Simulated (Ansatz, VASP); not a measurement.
## One calculation of Al2Cu, two programs

```
Al Cu
1.0
    -2.90510    2.90510    2.51450
     2.90510   -2.90510    2.51450
     2.90510    2.90510   -2.51450
Al Cu
4 2
Direct
  0.15872 0.65872 0.81744
  0.65872 0.84128 0.50000
  0.84128 0.34128 0.18256
  0.34128 0.15872 0.50000
  0.75000 0.75000 0.00000
  0.25000 0.25000 0.00000
```

Alike in both runs: task single point; functional PBE; k mesh 10 × 10 × 10; occupations gaussian, width 0.15 eV; no spin polarisation.

|  | VASP | Ansatz |
| --- | --- | --- |
| version | VASP 6.6.1 | Ansatz 0.2.0 |
| potentials or method | VASP PAW PBE potentials, release 64 (Al, Cu), cutoff 520 eV | scalar-relativistic, plane waves, PAW |
| valence electrons in the cell | 34 | 50 |

```tsv
	VASP	Ansatz	Ansatz less VASP
gap on the k mesh at the Fermi level (eV)	none	none	-
pressure (GPa)	6.8	6.4	-0.34
traceless stress, the component that is largest in VASP (GPa)	-5.89	-5.96	-0.068
rms of the force components (eV/Å)	0.097	0.099	+0.0017
```

Atom by atom the forces differ by 0.002 eV/Å (rms over components). A gap of «none» marks a metal or a gap that the smearing closes. With one functional, cell and mesh, what is left measures potentials, basis and numerics. VASP's potentials hold 34 valence electrons a cell and Ansatz's 50, so a difference there can come from the potentials and not from the codes.
